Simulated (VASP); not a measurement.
# TaN (P-6m2) in VASP: further runs

TaN is run at these levels: PBE; tasks: electric field gradients.

All numbers are computed with VASP 6.6.1; they aren't measurements. Logs are shortened: lines on timing, memory, paths and dates and some standing lists are left out, and cuts for length are marked.

**1. The cell of the first run**

The structure is hexagonal, space group P-6m2 (No. 187). The conventional cell has a = 2.909 Å, b = 2.909 Å, c = 2.883 Å, α = 90.00°, β = 90.00°, γ = 120.00°. Ta (site symmetry -6m2) has 6 N at 2.21 Å and 8 Ta at 2.88 to 2.91 Å within 3.0 Å. N (site symmetry -6m2) has 6 Ta at 2.21 Å and 8 N at 2.88 to 2.91 Å within 3.0 Å.

**2. Electric field gradients, PBE (equal xx and yy strain of -1 %)**

The input, INCAR:

```
SYSTEM = TaN
PREC = Accurate ; ENCUT = 520
EDIFF = 1E-8 ; ISMEAR = -1
SIGMA = 0.02 ; LREAL = .FALSE.
LASPH = .TRUE. ; NELM = 120
ALGO = Normal ; ISIF = 2
LWAVE = .FALSE. ; LCHARG = .FALSE.
GGA = PE ; LEFG = .TRUE.
NBANDS = 16 ; GGA_COMPAT = .FALSE.
```

The input, KPOINTS:

```
regular mesh
0
G
  12 12 10
  0 0 0
```

The input, POSCAR:

```
TaN
1.0
    2.9086188698      0.0000000000      0.0000000000
   -1.4543094349      2.5189378312      0.0000000000
    0.0000000000      0.0000000000      2.8830000000
Ta N
1 1
Direct
    0.3333333333      0.6666666667      0.5000000000
    0.0000000000      0.0000000000      0.0000000000
```

Potentials or basis: VASP PAW PBE potentials, release 64 (Ta_sv_GW, N).

Command:

```sh
> cat potpaw_PBE.64/Ta_sv_GW/POTCAR potpaw_PBE.64/N/POTCAR > POTCAR
> mpirun -np 1 vasp_std > vasp.out
```

OUTCAR:

```text
SYSTEM = TaN
   PREC = Accurate
   ENCUT = 520
   EDIFF = 1E-8
   ISMEAR = -1
   LREAL = .FALSE.
   LASPH = .TRUE.
   NELM = 120
   ISIF = 2
   GGA = PE

 ion  position               nearest neighbor table
   1  0.333  0.667  0.500-   2 2.21   2 2.21   2 2.21   2 2.21   2 2.21   2 2.21
   2  0.000  0.000  0.000-   1 2.21   1 2.21   1 2.21   1 2.21   1 2.21   1 2.21

  LATTYP: Found a hexagonal cell.
 ALAT       =     2.9086188698
 C/A-ratio  =     0.9911920843

  Lattice vectors:

 A1 = (   2.9086188698,   0.0000000000,   0.0000000000)
 A2 = (  -1.4543094349,   2.5189378312,   0.0000000000)
 A3 = (   0.0000000000,   0.0000000000,   2.8830000000)

Analysis of symmetry for initial positions (statically):
=====================================================================
 Subroutine PRICEL returns:
 Original cell was already a primitive cell.

 Routine SETGRP: Setting up the symmetry group for a
 hexagonal supercell.

 Subroutine GETGRP returns: Found 12 space group operations
 (whereof 12 operations were pure point group operations)
 out of a pool of 24 trial point group operations.

The static configuration has the point symmetry D_3h.

Analysis of symmetry for dynamics (positions and initial velocities):
=====================================================================
 Subroutine PRICEL returns:
 Original cell was already a primitive cell.

 Routine SETGRP: Setting up the symmetry group for a
 hexagonal supercell.

 Subroutine GETGRP returns: Found 12 space group operations
 (whereof 12 operations were pure point group operations)
 out of a pool of 24 trial point group operations.

The dynamic configuration has the point symmetry D_3h.

 Subroutine INISYM returns: Found 12 space group operations
 (whereof 12 operations are pure point group operations),
 and found     1 'primitive' translations

----------------------------------------------------------------------------------------

                                     Primitive cell

  volume of cell :      21.1227

  direct lattice vectors                    reciprocal lattice vectors
     2.908618870  0.000000000  0.000000000     0.343805787  0.198496364  0.000000000
    -1.454309435  2.518937831  0.000000000     0.000000000  0.396992727  0.000000000
[... 124 lines left out ...]

 Free energy of the ion-electron system (eV)
  ---------------------------------------------------
  ext. energy  EPLUGINS =         0.00000000
  ---------------------------------------------------
  free energy    TOTEN  =       -24.93283647 eV

  energy without entropy =      -24.93274092  energy(sigma->0) =      -24.93278869

 E-fermi :  12.8594     XC(G=0): -13.8024

 val. band max:       12.7490069695   @ k =   0.0000   0.0000   0.4000
 cond. band min:      12.8944851518   @ k =   0.3333   0.3333   0.0000
 fundamental gap:      0.1454781823
 Fermi energy:        12.8593649803

 k-point     1 :       0.0000    0.0000    0.0000
  band No.  band energies     occupation
      1     -55.7538      2.00000
      2     -22.0540      2.00000
      3     -21.7454      2.00000
      4     -21.7454      2.00000
      5      -5.1567      2.00000
      6       8.1737      2.00000
[... 433 lines left out ...]
      3     -22.0197      2.00000
      4     -21.9289      2.00000
      5      -3.3645      2.00000
      6       5.1098      2.00000
[... 8 lines left out ...]
     15      26.0858      0.00000
     16      29.0840      0.00000

 [... further k-points ...]

------------------------ aborting loop because EDIFF is reached ----------------------------------------

  FORCE on cell =-STRESS in cart. coord.  units (eV):
  Direction    XX          YY          ZZ          XY          YZ          ZX
  --------------------------------------------------------------------------------------
  -------------------------------------------------------------------------------------
  Total        1.7417134      1.7417134      1.1327029      0.0000000      0.0000000      0.0000000
  in kB      132.1108169    132.1108169     85.9167179      0.0000000      0.0000000      0.0000000
  external PRESSURE =     116.7127839 kB  Pullay stress =       0.0000000 kB

 VOLUME and BASIS-vectors are now :
 -----------------------------------------------------------------------------
  energy-cutoff  :      520.00
  volume of cell :       21.12
      direct lattice vectors                 reciprocal lattice vectors
     2.908618870  0.000000000  0.000000000     0.343805787  0.198496364  0.000000000
    -1.454309435  2.518937831  0.000000000     0.000000000  0.396992727  0.000000000
     0.000000000  0.000000000  2.883000000     0.000000000  0.000000000  0.346860909

 POSITION                                       TOTAL-FORCE (eV/Angst)
 -----------------------------------------------------------------------------------
     -0.00000      1.67929      1.44150         0.000000     -0.000000      0.000000
      0.00000      0.00000      0.00000        -0.000000      0.000000      0.000000
 -----------------------------------------------------------------------------------
    total drift:                                0.000000     -0.000000     -0.000000

  FREE ENERGIE OF THE ION-ELECTRON SYSTEM (eV)
  ---------------------------------------------------
  free  energy   TOTEN  =       -24.9328364693 eV

  energy  without entropy=      -24.9327409190  energy(sigma->0) =      -24.93278869

 Electric field gradients (V/A^2)
---------------------------------------------------------------------
 ion       V_xx      V_yy      V_zz      V_xy      V_xz      V_yz
---------------------------------------------------------------------
   1     -19.298   -19.299    38.597    -0.000     0.000    -0.000
   2      -1.010    -1.009     2.018     0.001    -0.000     0.000
---------------------------------------------------------------------

 Electric field gradients after diagonalization (V/A^2)
 (convention: |V_zz| > |V_xx| > |V_yy|)
----------------------------------------------------------------------
 ion       V_xx      V_yy      V_zz     asymmetry (V_yy - V_xx)/ V_zz
----------------------------------------------------------------------
   1     -19.299   -19.298    38.597       0.000
   2      -1.010    -1.008     2.018       0.001
----------------------------------------------------------------------

           NMR quadrupolar parameters

 Cq : quadrupolar parameter    Cq=e*Q*V_zz/h
 eta: asymmetry parameters     (V_yy - V_xx)/ V_zz
 Q  : nuclear electric quadrupole moment in mb (millibarn)
----------------------------------------------------------------------
 ion       Cq(MHz)       eta       Q (mb)
----------------------------------------------------------------------
   1       0.093       0.000       1.000
   2       0.005       0.001       1.000
----------------------------------------------------------------------
```

stdout:

```text
POSCAR found type information on POSCAR TaN
 POSCAR found :  2 types and       2 ions
 scaLAPACK will be used
 LDA part: xc-table for (Slater+PW92), standard interpolation
 POSCAR, INCAR and KPOINTS ok, starting setup
 FFT: planning ... GRIDC
 FFT: planning ... GRID_SOFT
 FFT: planning ... GRID
 WAVECAR not read
 entering main loop
ion   1

ion   2
```

Wall time 33 s (1 thread of Intel Xeon Platinum 8259CL at 2.50GHz (Skylake/Cascade Lake), shared host); peak memory 0.18 GiB.

What came out:

- Free energy: -24.9328 eV
- Pressure: 11.7 GPa
- Band gap on the k mesh: zero (bands 9 and 10 overlap by 0.46 eV)
- Largest electric field gradient by atom: Ta +38.6; N +2.0 V/Å²

Stress tensor (GPa, compression positive):
```
13.21  0.00  0.00
 0.00 13.21  0.00
 0.00  0.00  8.59
```

Electric field gradients, principal values (V/Å²):
| atom | least | middle | greatest (by size) |
| --- | --- | --- | --- |
| 1 Ta | -19.298 | -19.299 | 38.597 |
| 2 N | -1.008 | -1.010 | 2.018 |

Caveat: the cell differs from its parent crystal (equal xx and yy strain of -1 %); the cell stands under pressure; without QUAD_EFG the Cq values of the log hold for a quadrupole moment of 1 mb, not for the nuclei; spin-orbit coupling is left out, which moves the levels of the heavy elements.

**3. Electric field gradients, PBE (11.10 Å³/atom)**

This run uses another cell than the first one, of 11.10 Å³/atom.

The input, INCAR:

```
  PREC = Accurate
  ENCUT = 520
  EDIFF = 1E-8
  ISMEAR = -1
  SIGMA = 0.02
  LREAL = F
  LASPH = T
  NELM = 120
  ALGO = Normal
  ISIF = 2
  LWAVE = F
  LCHARG = F
  GGA = PE
  LEFG = T
  NBANDS = 16
  GGA_COMPAT = F
```

The input, KPOINTS:

```
Automatic mesh
0
Gamma
  12 12 10
```

The input, POSCAR:

```
TaN
1.0
    2.9670898479      0.0000000000      0.0000000000
   -1.4835449240      2.5695751837      0.0000000000
    0.0000000000      0.0000000000      2.9115464110
Ta N
1 1
Direct
    0.3333333333      0.6666666667      0.5000000000
    0.0000000000      0.0000000000      0.0000000000
```

Potentials or basis: VASP PAW PBE potentials, release 64 (Ta_sv_GW, N).

Command:

```sh
> cat potpaw_PBE.64/Ta_sv_GW/POTCAR potpaw_PBE.64/N/POTCAR > POTCAR
> mpirun -np 1 vasp_std > vasp.out
```

OUTCAR:

```text
PREC = Accurate
   ENCUT = 520
   EDIFF = 1E-8
   ISMEAR = -1
   LREAL = F
   LASPH = T
   NELM = 120
   ISIF = 2
   GGA = PE

 ion  position               nearest neighbor table
   1  0.333  0.667  0.500-   2 2.25   2 2.25   2 2.25   2 2.25   2 2.25   2 2.25
   2  0.000  0.000  0.000-   1 2.25   1 2.25   1 2.25   1 2.25   1 2.25   1 2.25

  LATTYP: Found a hexagonal cell.
 ALAT       =     2.9670898479
 C/A-ratio  =     0.9812801635

  Lattice vectors:

[... 668 lines left out ...]

  FREE ENERGIE OF THE ION-ELECTRON SYSTEM (eV)
  ---------------------------------------------------
  free  energy   TOTEN  =       -24.9569242745 eV

  energy  without entropy=      -24.9568363398  energy(sigma->0) =      -24.95688031

 Electric field gradients (V/A^2)
---------------------------------------------------------------------
 ion       V_xx      V_yy      V_zz      V_xy      V_xz      V_yz
---------------------------------------------------------------------
   1     -19.088   -19.088    38.176     0.000     0.000    -0.000
   2      -0.509    -0.508     1.018     0.001    -0.000    -0.000
---------------------------------------------------------------------

 Electric field gradients after diagonalization (V/A^2)
 (convention: |V_zz| > |V_xx| > |V_yy|)
----------------------------------------------------------------------
 ion       V_xx      V_yy      V_zz     asymmetry (V_yy - V_xx)/ V_zz
----------------------------------------------------------------------
   1     -19.088   -19.087    38.176       0.000
   2      -0.510    -0.508     1.018       0.002
----------------------------------------------------------------------

           NMR quadrupolar parameters

 Cq : quadrupolar parameter    Cq=e*Q*V_zz/h
 eta: asymmetry parameters     (V_yy - V_xx)/ V_zz
 Q  : nuclear electric quadrupole moment in mb (millibarn)
----------------------------------------------------------------------
 ion       Cq(MHz)       eta       Q (mb)
----------------------------------------------------------------------
   1       0.092       0.000       1.000
   2       0.002       0.002       1.000
----------------------------------------------------------------------
```

OSZICAR:

```text
N       E                     dE             d eps       ncg     rms          rms(c)
DAV:   1     0.100930714704E+03    0.10093E+03   -0.11288E+04  3688   0.114E+03
DAV:   2    -0.237088239393E+02   -0.12464E+03   -0.12057E+03  5064   0.305E+02
DAV:   3    -0.285851767942E+02   -0.48764E+01   -0.48719E+01  4488   0.544E+01
DAV:   4    -0.286999440513E+02   -0.11477E+00   -0.11477E+00  5064   0.587E+00
DAV:   5    -0.287042935441E+02   -0.43495E-02   -0.43495E-02  4504   0.851E-01    0.546E+01
DAV:   6    -0.251172382869E+02    0.35871E+01   -0.76499E+00  4264   0.234E+01    0.571E+01
DAV:   7    -0.250049073163E+02    0.11233E+00   -0.54414E-01  3848   0.585E+00    0.264E+01
DAV:   8    -0.249578311266E+02    0.47076E-01   -0.14596E-01  4680   0.297E+00    0.573E+00
DAV:   9    -0.249569921963E+02    0.83893E-03   -0.86973E-03  4464   0.893E-01    0.727E-01
DAV:  10    -0.249568901974E+02    0.10200E-03   -0.17162E-03  3776   0.401E-01    0.127E-01
DAV:  11    -0.249569276713E+02   -0.37474E-04   -0.87086E-05  4344   0.105E-01    0.182E-01
DAV:  12    -0.249569240177E+02    0.36536E-05   -0.87268E-06  4688   0.297E-02    0.281E-02
DAV:  13    -0.249569243733E+02   -0.35568E-06   -0.73648E-07  4096   0.785E-03    0.121E-02
DAV:  14    -0.249569243213E+02    0.52061E-07   -0.79429E-08  4568   0.208E-03    0.403E-03
DAV:  15    -0.249569242772E+02    0.44090E-07   -0.11766E-08  3512   0.857E-04    0.101E-03
DAV:  16    -0.249569242745E+02    0.26837E-08   -0.98313E-10  1984   0.247E-04
   1 F= -.24956924E+02 E0= -.24956880E+02  d E =-.879347E-04
```

Wall time 30 s (1 thread of AMD EPYC 9R45 (Zen 5), shared host); peak memory 0.15 GiB.

Results:

```yaml
Free_energy: -24.9569 eV
Pressure: -5.6 GPa
Band_gap_on_the_k_mesh: zero (bands 9 and 10 overlap by 0.49 eV)
Largest_electric_field_gradient_by_atom: Ta +38.2; N +1.0 V/Å²
```

Electric field gradients, principal values (V/Å²):
| atom | least | middle | greatest (by size) |
| --- | --- | --- | --- |
| 1 Ta | -19.087 | -19.088 | 38.176 |
| 2 N | -0.508 | -0.510 | 1.018 |

Caveat: the cell stands under tension; without QUAD_EFG the Cq values of the log hold for a quadrupole moment of 1 mb, not for the nuclei; spin-orbit coupling is left out, which moves the levels of the heavy elements.

The gap in the log of VASP goes by the Fermi energy; the results here count the filled bands.